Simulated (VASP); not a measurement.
Sc:

```
Sc
1.0
     3.37518    0.00000    0.00000
    -1.68759    2.92299    0.00000
     0.00000    0.00000    5.27330
Sc
2
Direct
  0.66667 0.33333 0.75000
  0.33333 0.66667 0.25000
```

Base run:

| Quantity | Value |
| --- | --- |
| Program | VASP 6.6.1 |
| Functional | PBEsol |
| Potentials or basis | VASP PAW PBE potentials, release 64 (Sc_sv) |
| Cutoff | 500 eV |
| k mesh | 8 × 8 × 4 |
| Occupations | fermi-dirac, width 0.05 eV |
| Spin | no spin polarisation |

Its results: band gap on the k mesh zero (band 11 reaches 4.20 eV, above the bottom of band 12 at 2.83 eV); pressure -4.7 GPa.

Task: The run is repeated on the same cell with these changes: functional from PBEsol to PBE; cutoff from 500 eV to 520 eV; further incar settings from ALGO = Normal; EDIFF = 1e-06; NBANDS = 18 to ALGO = Normal; EDIFF = 1e-07; NBANDS = 18. What comes out?

Result: Band gap on the k mesh zero (band 11 reaches 4.30 eV, above the bottom of band 12 at 2.93 eV); pressure -2.7 GPa.

Caveats: the PAW data sets were made with another functional, which shifts forces and pressure a little (some runs).
